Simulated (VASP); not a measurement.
# C in VASP: relaxation of the atoms with PBE

Aim: the relaxation of the atoms of C with PBE.

All numbers are computed with VASP 6.6.1; they aren't measurements. Logs are shortened: lines on timing, memory, paths and dates and some standing lists are left out, and cuts for length are marked.

## (1) The cell of the first run

The cell holds a slab with vacuum, 11 atoms: a = 4.272 Å, b = 8.872 Å, c = 20.279 Å, α = 90.00°, β = 90.00°, γ = 103.93°.

## (2) Relaxation of the atoms, PBE

File INCAR:

```
PREC = Accurate
ENCUT = 520
EDIFF = 1E-7
ISMEAR = 0
SIGMA = 0.1
LREAL = False
LASPH = True
NELM = 80
ALGO = Fast
ISIF = 2
LWAVE = False
LCHARG = False
LDIPOL = True
IDIPOL = 3
DIPOL = 0.5 0.5 0.322
GGA = PE
IBRION = 2
NSW = 36
EDIFFG = -0.025
KPAR = 4
```

File KPOINTS:

```
regular mesh
0
Gamma
  7 3 1
```

File POSCAR:

```
C
1.0
    4.2718357708      0.0000000000      0.0000000000
   -2.1359178854      8.6110540238      0.0000000000
    0.0000000000      0.0000000000     20.2788004813
C
11
Selective dynamics
Direct
    0.1564123854      0.9794914374      0.1972503257  F F F
    0.8230790520      0.9794914374      0.1972503257  F F F
    0.6461581040      0.9589828748      0.2574344554  F F F
    0.3128247708      0.9589828748      0.2574344554  F F F
    0.1338042252      0.9383827949      0.3175270426  F F F
    0.8045778963      0.9383825959      0.3175270455  F F F
    0.6222260098      0.9176685708      0.3778997975  F F F
    0.2954418906      0.9176685766      0.3778997213  F F F
    0.0947392957      0.8987953138      0.4329048587  F F F
    0.8040522437      0.8987946148      0.4329053136  F F F
    0.8447392957      1.3987953138      0.3783932691  F F T
```

Potentials or basis: VASP PAW PBE potentials, release 64 (C).

Run with:

```console
cat potpaw_PBE.64/C/POTCAR > POTCAR
mpirun -np 4 vasp_std > vasp.out
```

OUTCAR:

```text
PREC = Accurate
   ENCUT = 520
   EDIFF = 1E-7
   ISMEAR = 0
   LREAL = False
   LASPH = True
   NELM = 80
   ISIF = 2
   GGA = PE
   IBRION = 2
   NSW = 36
   EDIFFG = -0.025

 ion  position               nearest neighbor table
   1  0.156  0.979  0.197-   2 1.42   4 1.42
   2  0.823  0.979  0.197-   1 1.42   3 1.42
   3  0.646  0.959  0.257-   4 1.42   2 1.42   6 1.43
   4  0.313  0.959  0.257-   3 1.42   1 1.42   5 1.43
   5  0.134  0.938  0.318-   6 1.41   4 1.43   8 1.44
   6  0.805  0.938  0.318-   5 1.41   3 1.43   7 1.44
   7  0.622  0.918  0.378-  10 1.39   8 1.40   6 1.44
   8  0.295  0.918  0.378-   9 1.39   7 1.40   5 1.44
   9  0.095  0.899  0.433-  10 1.24   8 1.39
  10  0.804  0.899  0.433-   9 1.24   7 1.39
  11  0.845  0.399  0.378-

  LATTYP: Found a base centered orthorhombic cell.
 ALAT       =     4.2718357708
 B/A-ratio  =     4.0315473187
 C/A-ratio  =     4.7470927183

  Lattice vectors:

 A1 = (   2.1359178854,  -8.6110540238,   0.0000000000)
 A2 = (   2.1359178854,   8.6110540238,   0.0000000000)
 A3 = (   0.0000000000,   0.0000000000,  20.2788004813)

Analysis of symmetry for initial positions (statically):
=====================================================================
 Subroutine PRICEL returns:
 Original cell was already a primitive cell.

 Routine SETGRP: Setting up the symmetry group for a
 base centered orthorhombic supercell.

 Subroutine GETGRP returns: Found  1 space group operations
 (whereof  1 operations were pure point group operations)
 out of a pool of  8 trial point group operations.

The static configuration has the point symmetry C_1 .

Analysis of symmetry for dynamics (positions and initial velocities):
=====================================================================
 Subroutine PRICEL returns:
 Original cell was already a primitive cell.

 Routine SETGRP: Setting up the symmetry group for a
 base centered orthorhombic supercell.

 Subroutine GETGRP returns: Found  1 space group operations
 (whereof  1 operations were pure point group operations)
 out of a pool of  8 trial point group operations.
[... 152 lines left out ...]
   NELECT =      44.0000    total number of electrons
   NUPDOWN=      -1.0000    fix difference up-down
   EMIN   =  10.00;   EMAX   =-10.00  energy-range for DOS
   EFERMI =   0.00;   METHOD = LEGACY
   ISMEAR =     0;   SIGMA  =   0.10  broadening in eV -4-tet -1-fermi 0-gaus
   EFERMI_NEDOS =   21; number of points for ismear=-14 and -15
   IALGO  =     68    algorithm
   IMIX   =      4    mixing-type and parameters
     AMIX     =   0.40;   BMIX     =  1.00
     AMIX_MAG =   1.60;   BMIX_MAG =  1.00
  volume/ion in A,a.u.               =      67.81       457.63
  Fermi-wavevector in a.u.,A,eV,Ry     =   0.637267  1.204260  5.525449  0.406109
  Thomas-Fermi vector in A             =   1.702216
   LORBIT       =      0    0 simple, 1 ext, 2 COOP (PROOUT), +10 PAW based schemes
   GGA     = PE    functional components
   LHFCALC =     F    Hartree Fock is set to
   AEXX    =    0.0000 exact exchange contribution
   IVDW    =     0    specifies the selected vdW correction
   LEPSILON=     F    determine dielectric tensor
   LRPA    =     F    only Hartree local field effects (RPA)
 conjugate gradient relaxation of ions
 non-spin polarized calculation
 RMM-DIIS sequential band-by-band and
 Gauss-broadening in eV      SIGMA  =   0.10
  energy-cutoff  :      520.00
  volume of cell :      745.96
 maximum number of plane-waves:     20148
   NGX = 15   NGY = 33   NGZ = 75

 dipolmoment           0.000000      0.000000      0.027097 electrons x Angstroem

 number of electron      44.0000000 magnetization

 dipolmoment           0.000000      0.000000     -0.129720 electrons x Angstroem

 Free energy of the ion-electron system (eV)
  ---------------------------------------------------
  ext. energy  EPLUGINS =         0.00000000
  ---------------------------------------------------
  free energy    TOTEN  =       -82.99925913 eV

  energy without entropy =      -82.88111847  energy(sigma->0) =      -82.94018880

 E-fermi :  -4.5069     XC(G=0):  -2.3244

 val. band max:       -4.5111736445   @ k =   0.0000   0.0000   0.0000
 cond. band min:      -4.5049637708   @ k =  -0.1429   0.3333   0.0000
 fundamental gap:      0.0062098736
 Fermi energy:        -4.5069360424

 k-point     1 :       0.0000    0.0000    0.0000
  band No.  band energies     occupation
      1     -22.9518      2.00000
      2     -21.1345      2.00000
      3     -18.4577      2.00000
      4     -17.7378      2.00000
      5     -17.0868      2.00000
      6     -16.2034      2.00000
[... 330 lines left out ...]
     27      -2.4964      0.00000
     28      -1.6617      0.00000

------------------------ aborting loop because EDIFF is reached ----------------------------------------

 vacuum level on the upper side and lower side of the slab       (xc-potential included)        -0.367         0.245

  FORCE on cell =-STRESS in cart. coord.  units (eV):
  Direction    XX          YY          ZZ          XY          YZ          ZX
  --------------------------------------------------------------------------------------
  -------------------------------------------------------------------------------------
  Total       -2.1013261     -0.2457562     -2.6251870      0.0013450      0.3503994     -0.0046592
  in kB       -4.5132657     -0.5278396     -5.6384236      0.0028887      0.7525940     -0.0100070
  external PRESSURE =      -3.5598430 kB  Pullay stress =       0.0000000 kB

 VOLUME and BASIS-vectors are now :
 -----------------------------------------------------------------------------
  energy-cutoff  :      520.00
  volume of cell :      745.96
      direct lattice vectors                 reciprocal lattice vectors
     4.271835771  0.000000000  0.000000000     0.234091396  0.058064901  0.000000000
    -2.135917885  8.611054024  0.000000000     0.000000000  0.116129802  0.000000000
     0.000000000  0.000000000 20.278800481     0.000000000  0.000000000  0.049312581

 POSITION                                       TOTAL-FORCE (eV/Angst)
 -----------------------------------------------------------------------------------
     -1.42395      8.43445      4.00000        -6.801644     -0.162538      1.138420
      1.42395      8.43445      4.00000         6.801891     -0.162288      1.137596
      0.71197      8.25785      5.22046        -0.409938      0.167232     -1.171386
     -0.71197      8.25785      5.22046         0.408833      0.167475     -1.170204
     -1.43272      8.08046      6.43907        -0.003280     -0.001883     -0.001588
      1.43272      8.08046      6.43907         0.008143      0.002291     -0.004852
      0.69798      7.90209      7.66335        -0.014626      0.010798      0.015780
     -0.69799      7.90209      7.66335         0.011432      0.002744      0.007868
     -1.51504      7.73958      8.77879         0.060933     -0.012990      0.024403
      1.51503      7.73957      8.77880        -0.060958     -0.007475      0.024307
      2.75679      3.43405      7.67336        -0.000786     -0.003366     -0.000343
 -----------------------------------------------------------------------------------
    total drift:                               -0.000088     -0.000149      0.000172

  FREE ENERGIE OF THE ION-ELECTRON SYSTEM (eV)
  ---------------------------------------------------
  free  energy   TOTEN  =       -82.9992591312 eV

  energy  without entropy=      -82.8811184703  energy(sigma->0) =      -82.94018880

 reached required accuracy - stopping structural energy minimisation

 vacuum level on the upper side and lower side of the slab         0.994         1.625
```

OSZICAR:

```text
N       E                     dE             d eps       ncg     rms          rms(c)
DAV:   1     0.368351233704E+03    0.36835E+03   -0.14965E+04   696   0.110E+03
DAV:   2    -0.780028000016E+00   -0.36913E+03   -0.35689E+03   940   0.232E+02
DAV:   3    -0.892887653573E+02   -0.88509E+02   -0.87280E+02   700   0.121E+02
[... 25 lines left out ...]
RMM:  29    -0.829992573739E+02   -0.63771E-06   -0.37241E-08   318   0.752E-04    0.265E-04
RMM:  30    -0.829992585601E+02   -0.11862E-05   -0.48404E-08   235   0.646E-04    0.261E-04
RMM:  31    -0.829992588143E+02   -0.25424E-06   -0.15840E-08   178   0.476E-04    0.547E-05
RMM:  32    -0.829992590860E+02   -0.27172E-06   -0.13551E-08   166   0.455E-04    0.226E-04
RMM:  33    -0.829992591312E+02   -0.45113E-07   -0.44467E-09   143   0.395E-04
   1 F= -.82999259E+02 E0= -.82940189E+02  d E =-.829993E+02
```

CONTCAR:

```text
C
   1.00000000000000
     4.2718357708000001    0.0000000000000000    0.0000000000000000
    -2.1359178854000000    8.6110540237999995    0.0000000000000000
     0.0000000000000000    0.0000000000000000   20.2788004812999993
  C
    11
Selective dynamics
Direct
     0.1564123854000030    0.9794914374000001    0.1972503256999971   F   F   F
     0.8230790519999971    0.9794914374000001    0.1972503256999971   F   F   F
     0.6461581040000013    0.9589828748000002    0.2574344554000021   F   F   F
     0.3128247707999989    0.9589828748000002    0.2574344554000021   F   F   F
     0.1338042252000022    0.9383827949000008    0.3175270425999983   F   F   F
     0.8045778963000032    0.9383825959000021    0.3175270455000003   F   F   F
     0.6222260098000021    0.9176685707999965    0.3778997974999996   F   F   F
     0.2954418906000029    0.9176685766000006    0.3778997212999968   F   F   F
     0.0947392957000019    0.8987953138000009    0.4329048586999988   F   F   F
     0.8040522436999993    0.8987946148000034    0.4329053136000027   F   F   F
     0.8447392957000019    0.3987953138000009    0.3783932691000018   F   F   T

  0.00000000E+00  0.00000000E+00  0.00000000E+00
  0.00000000E+00  0.00000000E+00  0.00000000E+00
  0.00000000E+00  0.00000000E+00  0.00000000E+00
  0.00000000E+00  0.00000000E+00  0.00000000E+00
  0.00000000E+00  0.00000000E+00  0.00000000E+00
  0.00000000E+00  0.00000000E+00  0.00000000E+00
  0.00000000E+00  0.00000000E+00  0.00000000E+00
  0.00000000E+00  0.00000000E+00  0.00000000E+00
  0.00000000E+00  0.00000000E+00  0.00000000E+00
  0.00000000E+00  0.00000000E+00  0.00000000E+00
  0.00000000E+00  0.00000000E+00  0.00000000E+00
```

Run time: 4.7 min. Hardware: 4 MPI ranks of Oxide Virtual Turin-like, shared host; peak memory 0.8 GiB.

What came out:

* Free energy: -82.9993 eV
* Band gap on the k mesh: zero (bands 22 and 23 overlap by 0.02 eV)

Final structure:
```cif
data_structure
_symmetry_space_group_name_H-M 'P 1'
_symmetry_Int_Tables_number 1
_cell_length_a 4.2718
_cell_length_b 8.8720
_cell_length_c 20.2788
_cell_angle_alpha 90.000
_cell_angle_beta 90.000
_cell_angle_gamma 103.931
_cell_volume 745.96
loop_
_atom_site_label
_atom_site_type_symbol
_atom_site_fract_x
_atom_site_fract_y
_atom_site_fract_z
_atom_site_occupancy
C1 C 0.15641 0.97949 0.19725 1
C2 C 0.82308 0.97949 0.19725 1
C3 C 0.64616 0.95898 0.25743 1
C4 C 0.31282 0.95898 0.25743 1
C5 C 0.13380 0.93838 0.31753 1
C6 C 0.80458 0.93838 0.31753 1
C7 C 0.62223 0.91767 0.37790 1
C8 C 0.29544 0.91767 0.37790 1
C9 C 0.09474 0.89880 0.43290 1
C10 C 0.80405 0.89879 0.43291 1
C11 C 0.84474 0.39880 0.37839 1
```

Levels at points of the mesh, in eV from the Fermi level:
```
           k point  band 20  band 21  band 22  band 23  band 24  band 25
(0.00, 0.00, 0.00)    -0.95    -0.01     0.00     0.41     0.55     1.09
```

Caveat: the relaxation stopped at its first step, so nothing moved.
